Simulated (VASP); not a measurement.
# AlGa2N2 (P4/mmm) in VASP: single point with PBE

Aim: the single point of AlGa2N2 with PBE.

Program: VASP 6.6.1. These are calculated values, not measurements. Logs are shortened: lines on timing, memory, paths and dates and some standing lists are left out, and cuts for length are marked.

### 1 The cell of the first run

Symmetry: P4/mmm, No. 123, tetragonal system. Conventional cell: a = 3.325 Å, b = 3.325 Å, c = 7.527 Å, α = 90.00°, β = 90.00°, γ = 90.00°. Al (site symmetry 4/mmm) has 2 Ga at 2.47 Å and 4 Al at 3.32 Å within 3.4 Å. Within 2.8 Å of Ga (site symmetry 4mm) lie 4 N at 2.11 Å and 1 Al at 2.47 Å and 1 Ga at 2.59 Å. N (site symmetry mmm) has 4 Ga at 2.11 Å and 4 N at 2.35 Å within 2.8 Å.

### 2 Single point, PBE

Input file POSCAR:

```
AlGa2N2
1.0
    3.3245176136      0.0000000000      0.0000000000
    0.0000000000      3.3245176136      0.0000000000
    0.0000000000      0.0000000000      7.5266122578
Al Ga N
1 2 2
Direct
    0.5000000000      0.5000000000      0.0000000000
    0.5000000000      0.5000000000      0.6717823306
    0.5000000000      0.5000000000      0.3282176694
    0.0000000000      0.5000000000      0.5000000000
    0.5000000000      0.0000000000      0.5000000000
```

Input file INCAR.step1:

```
SYSTEM = AlGa2N2
ALGO = Normal
EDIFF = 1E-6
ENCUT = 520
GGA = PE
ISIF = 2
ISMEAR = 0
LASPH = .True.
LCHARG = .True.
LREAL = .False.
LWAVE = .False.
NBANDS = 28
NELM = 100
PREC = Accurate
SIGMA = 0.1
```

Input file KPOINTS.step1:

```
k-points
0
Gamma
  12 12 6
  0 0 0
```

Input file INCAR.step2:

```
SYSTEM = AlGa2N2
ALGO = Normal
EDIFF = 1E-6
ENCUT = 520
GGA = PE
ICHARG = 11
ISIF = 2
ISMEAR = -5
LASPH = .True.
LCHARG = .False.
LORBIT = 11
LREAL = .False.
LWAVE = .False.
NEDOS = 1001
NELM = 100
PREC = Accurate
SIGMA = 0.1
```

Input file KPOINTS.step2:

```
k-points
0
Gamma
  18 18 9
  0 0 0
```

Potentials or basis: VASP PAW PBE potentials, release 64 (Al, Ga_d, N).

The run is started by

```console
> cat potpaw_PBE.64/Al/POTCAR potpaw_PBE.64/Ga_d/POTCAR potpaw_PBE.64/N/POTCAR > POTCAR
> cp INCAR.step1 INCAR
> cp KPOINTS.step1 KPOINTS
> mpirun -np 1 vasp_std > vasp.out
> cp INCAR.step2 INCAR
> cp KPOINTS.step2 KPOINTS
> mpirun -np 1 vasp_std > vasp.out
```

OUTCAR:

```text
SYSTEM = AlGa2N2
   EDIFF = 1E-6
   ENCUT = 520
   GGA = PE
   ICHARG = 11
   ISIF = 2
   ISMEAR = -5
   LASPH = .True.
   LORBIT = 11
   LREAL = .False.
   NELM = 100
   PREC = Accurate

 ion  position               nearest neighbor table
   1  0.500  0.500  0.000-   2 2.47   3 2.47
   2  0.500  0.500  0.672-   4 2.11   5 2.11   5 2.11   4 2.11   1 2.47   3 2.59
   3  0.500  0.500  0.328-   4 2.11   5 2.11   5 2.11   4 2.11   1 2.47   2 2.59
   4  0.000  0.500  0.500-   2 2.11   3 2.11   2 2.11   3 2.11
   5  0.500  0.000  0.500-   2 2.11   3 2.11   2 2.11   3 2.11

  LATTYP: Found a simple tetragonal cell.
 ALAT       =     3.3245176136
 C/A-ratio  =     2.2639712381

  Lattice vectors:

 A1 = (   3.3245176136,   0.0000000000,   0.0000000000)
 A2 = (   0.0000000000,   3.3245176136,   0.0000000000)
 A3 = (   0.0000000000,   0.0000000000,   7.5266122578)

Analysis of symmetry for initial positions (statically):
=====================================================================
 Subroutine PRICEL returns:
 Original cell was already a primitive cell.

 Routine SETGRP: Setting up the symmetry group for a
 simple tetragonal supercell.

 Subroutine GETGRP returns: Found 16 space group operations
 (whereof 16 operations were pure point group operations)
 out of a pool of 16 trial point group operations.

The static configuration has the point symmetry D_4h.

Analysis of symmetry for dynamics (positions and initial velocities):
=====================================================================
 Subroutine PRICEL returns:
 Original cell was already a primitive cell.

 Routine SETGRP: Setting up the symmetry group for a
 simple tetragonal supercell.

 Subroutine GETGRP returns: Found 16 space group operations
 (whereof 16 operations were pure point group operations)
 out of a pool of 16 trial point group operations.

The dynamic configuration has the point symmetry D_4h.

 Subroutine INISYM returns: Found 16 space group operations
 (whereof 16 operations are pure point group operations),
 and found     1 'primitive' translations

----------------------------------------------------------------------------------------

                                     Primitive cell

  volume of cell :      83.1873

  direct lattice vectors                    reciprocal lattice vectors
     3.324517614  0.000000000  0.000000000     0.300795519  0.000000000  0.000000000
     0.000000000  3.324517614  0.000000000     0.000000000  0.300795519  0.000000000
     0.000000000  0.000000000  7.526612258     0.000000000  0.000000000  0.132861899

  length of vectors
     3.324517614  3.324517614  7.526612258     0.300795519  0.300795519  0.132861899

  position of ions in fractional coordinates (direct lattice)
     0.500000000  0.500000000  0.000000000
     0.500000000  0.500000000  0.671782331
     0.500000000  0.500000000  0.328217669
     0.000000000  0.500000000  0.500000000
     0.500000000  0.000000000  0.500000000

  ion indices of the primitive-cell ions
   primitive index   ion index
                 1           1
                 2           2
                 3           3
                 4           4
                 5           5

----------------------------------------------------------------------------------------

 KPOINTS: k-points

Automatic generation of k-mesh.
 Grid dimensions read from file:
 generate k-points for:   18   18    9

 Generating k-lattice:

  Cartesian coordinates                     Fractional coordinates (reciprocal lattice)
     0.016710862  0.000000000  0.000000000     0.055555556  0.000000000  0.000000000
     0.000000000  0.016710862  0.000000000     0.000000000  0.055555556  0.000000000
     0.000000000  0.000000000  0.014762433     0.000000000  0.000000000  0.111111111

  Length of vectors
     0.016710862  0.016710862  0.014762433

  Shift w.r.t. Gamma in fractional coordinates (k-lattice)
     0.000000000  0.000000000  0.000000000

 TETIRR: Found   4383 inequivalent tetrahedra from    17496

 Subroutine IBZKPT returns following result:
 ===========================================

 Found    275 irreducible k-points:

 Following reciprocal coordinates:
            Coordinates               Weight
  0.000000  0.000000  0.000000      1.000000
  0.055556  0.000000  0.000000      4.000000
  0.111111  0.000000  0.000000      4.000000
  0.166667  0.000000  0.000000      4.000000
  0.222222  0.000000  0.000000      4.000000
  0.277778  0.000000  0.000000      4.000000
[... 16 lines left out ...]
  0.277778  0.111111  0.000000      8.000000
  0.333333  0.111111  0.000000      8.000000
 [... further k-points ...]
   k-points           NKPTS =    275   k-points in BZ     NKDIM =    275   number of bands    NBANDS=     23
   number of dos      NEDOS =   1001   number of ions     NIONS =      5
   total plane-waves  NPLWV =  43904
   dimension x,y,z NGX =    28 NGY =   28 NGZ =   56
   dimension x,y,z NGXF=    56 NGYF=   56 NGZF=  112
   ions per type =               1   2   2
   NGX,Y,Z   is equivalent  to a cutoff of  14.00, 14.00, 12.37 a.u.
   NGXF,Y,Z  is equivalent  to a cutoff of  28.00, 28.00, 24.74 a.u.
 SYSTEM =  AlGa2N2
   PREC   = accura    normal or accurate (medium, high low for compatibility)
   ISTART =      0    job   : 0-new  1-cont  2-samecut
   ICHARG =     11    charge: 1-file 2-atom 10-const
   ISPIN  =      1    spin polarized calculation?
   LNONCOLLINEAR =      F non collinear calculations
   LSORBIT =      F    spin-orbit coupling
   LASPH  =      T    aspherical Exc in radial PAW
   ENCUT  =  520.0 eV  38.22 Ry    6.18 a.u.   6.18  6.18 13.99*2*pi/ulx,y,z
   NELM   =    100;   NELMIN=  2; NELMDL=  0     # of ELM steps
   EDIFF  = 0.1E-05   stopping-criterion for ELM
   LREAL  =      F    real-space projection
   EDIFFG = 0.1E-04   stopping-criterion for IOM
   NSW    =      0    number of steps for IOM
   IBRION =     -1    ionic relax: 0-MD 1-quasi-New 2-CG
   NFREE  =      0    steps in history (QN), initial steepest desc. (CG)
   ISIF   =      2    stress and relaxation
   ISYM   =      2    0-nonsym 1-usesym 2-fastsym
   POTIM  = 0.5000    time-step for ionic-motion
   TEBEG  =    0.0;   TEEND  =   0.0 temperature during run
   PSTRESS=    0.0 pullay stress
   NELECT =      39.0000    total number of electrons
   NUPDOWN=      -1.0000    fix difference up-down
   EMIN   =  10.00;   EMAX   =-10.00  energy-range for DOS
   EFERMI =   0.00;   METHOD = LEGACY
   ISMEAR =    -5;   SIGMA  =   0.10  broadening in eV -4-tet -1-fermi 0-gaus
   EFERMI_NEDOS =   21; number of points for ismear=-14 and -15
   IALGO  =     38    algorithm
   IMIX   =      4    mixing-type and parameters
     AMIX     =   0.40;   BMIX     =  1.00
     AMIX_MAG =   1.60;   BMIX_MAG =  1.00
  volume/ion in A,a.u.               =      16.64       112.28
  Fermi-wavevector in a.u.,A,eV,Ry     =   1.271776  2.403309 22.006270  1.617415
  Thomas-Fermi vector in A             =   2.404691
   LORBIT       =     11    0 simple, 1 ext, 2 COOP (PROOUT), +10 PAW based schemes
   GGA     = PE    functional components
   LHFCALC =     F    Hartree Fock is set to
   AEXX    =    0.0000 exact exchange contribution
   IVDW    =     0    specifies the selected vdW correction
   LEPSILON=     F    determine dielectric tensor
   LRPA    =     F    only Hartree local field effects (RPA)
 non-spin polarized calculation
 Fermi weights with tetrahedron method with Bloechl corrections
  energy-cutoff  :      520.00
  volume of cell :       83.19
 maximum number of plane-waves:      2264
 NGX is ok and might be reduce to    28

 number of electron      39.0000009 magnetization

 Free energy of the ion-electron system (eV)
  ---------------------------------------------------
  ext. energy  EPLUGINS =         0.00000000
  ---------------------------------------------------
  free energy    TOTEN  =       -21.40077873 eV

  energy without entropy =      -21.40077873  energy(sigma->0) =      -21.40077873

 E-fermi :   4.1980     XC(G=0):  -9.8712

 val. band max:        4.2883966523   @ k =   0.2222   0.0000   0.4444
 cond. band min:       4.1285600040   @ k =   0.2778   0.0000   0.3333
 fundamental gap:     -0.1598366482
 Fermi energy:         4.1980324295

 k-point     1 :       0.0000    0.0000    0.0000
  band No.  band energies     occupation
      1     -13.1270      2.00000
      2     -11.0333      2.00000
      3     -10.7502      2.00000
      4     -10.7502      2.00000
      5     -10.7454      2.00000
      6     -10.6895      2.00000
[... 15 lines left out ...]
     22       8.6972      0.00000
     23       9.4953      0.00000

 k-point     2 :       0.0556    0.0000    0.0000
  band No.  band energies     occupation
      1     -13.1022      2.00000
      2     -11.0408      2.00000
      3     -10.7699      2.00000
      4     -10.7497      2.00000
      5     -10.7165      2.00000
      6     -10.6866      2.00000
[... 15 lines left out ...]
     22       8.7291      0.00000
     23       8.9295      0.00000

 k-point     3 :       0.1111    0.0000    0.0000
  band No.  band energies     occupation
      1     -13.0285      2.00000
      2     -11.0632      2.00000
      3     -10.7840      2.00000
      4     -10.7481      2.00000
      5     -10.6785      2.00000
      6     -10.6745      2.00000
[... 15 lines left out ...]
     22       7.7102      0.00000
     23       9.3465      0.00000
[... 495 lines left out ...]
 k-point    23 :       0.2778    0.1111    0.0000
  band No.  band energies     occupation
      1     -12.4793      2.00000
      2     -11.2388      2.00000
      3     -10.8129      2.00000
      4     -10.7048      2.00000
      5     -10.6253      2.00000
      6     -10.5284      2.00000
[... 15 lines left out ...]
     22       5.3631      0.00000
     23       7.7134      0.00000

 k-point    24 :       0.3333    0.1111    0.0000
  band No.  band energies     occupation
      1     -12.2768      2.00000
      2     -11.3192      2.00000
      3     -10.8126      2.00000
      4     -10.7002      2.00000
      5     -10.6129      2.00000
      6     -10.5362      2.00000
[... 15 lines left out ...]
     22       5.4698      0.00000
     23       7.4657      0.00000

 [... further k-points ...]

------------------------ aborting loop because EDIFF is reached ----------------------------------------

  FORCE on cell =-STRESS in cart. coord.  units (eV):
  Direction    XX          YY          ZZ          XY          YZ          ZX
  --------------------------------------------------------------------------------------
  -------------------------------------------------------------------------------------
  Total       -0.0686952     -0.0686952      0.1908546      0.0000000      0.0000000      0.0000000
  in kB       -1.3230613     -1.3230613      3.6758380      0.0000000      0.0000000      0.0000000
  external PRESSURE =       0.3432385 kB  Pullay stress =       0.0000000 kB

 VOLUME and BASIS-vectors are now :
 -----------------------------------------------------------------------------
  energy-cutoff  :      520.00
  volume of cell :       83.19
      direct lattice vectors                 reciprocal lattice vectors
     3.324517614  0.000000000  0.000000000     0.300795519  0.000000000  0.000000000
     0.000000000  3.324517614  0.000000000     0.000000000  0.300795519  0.000000000
     0.000000000  0.000000000  7.526612258     0.000000000  0.000000000  0.132861899

 POSITION                                       TOTAL-FORCE (eV/Angst)
 -----------------------------------------------------------------------------------
      1.66226      1.66226      0.00000         0.000000      0.000000      0.000000
      1.66226      1.66226      5.05625         0.000000      0.000000      0.119611
      1.66226      1.66226      2.47037         0.000000     -0.000000     -0.119611
      0.00000      1.66226      3.76331         0.000000      0.000000      0.000000
      1.66226      0.00000      3.76331         0.000000      0.000000      0.000000
 -----------------------------------------------------------------------------------
    total drift:                                0.000000      0.000000      0.000000

  FREE ENERGIE OF THE ION-ELECTRON SYSTEM (eV)
  ---------------------------------------------------
  free  energy   TOTEN  =       -21.4007787278 eV

  energy  without entropy=      -21.4007787278  energy(sigma->0) =      -21.40077873

 total charge

# of ion       s       p       d       tot
------------------------------------------
    1        0.440   0.319   0.000   0.758
    2        0.859   0.697  10.078  11.635
    3        0.859   0.697  10.078  11.635
    4        1.332   2.218   0.000   3.550
    5        1.332   2.218   0.000   3.550
--------------------------------------------------
tot          4.823   6.148  20.156  31.128
```

Wall time 4.7 min (1 thread of Intel Xeon 6975P-C (Granite Rapids), shared host); peak memory 0.57 GiB.

What came out:

```
Valence electrons inside the program's atomic spheres : Al 0.76; Ga 11.63; N 3.55
```

Levels at points of the mesh, in eV from the Fermi level:
```csv
k point,band 17,band 18,band 19,band 20,band 21,band 22
"(0.00, 0.00, 0.00)",-2.22,-0.88,-0.79,1.15,1.15,4.50
"(0.50, 0.00, 0.00)",-3.20,-2.19,-1.22,-1.22,-1.02,1.92
"(0.50, 0.50, 0.00)",-3.31,-3.05,-0.28,-0.28,1.40,2.55
```
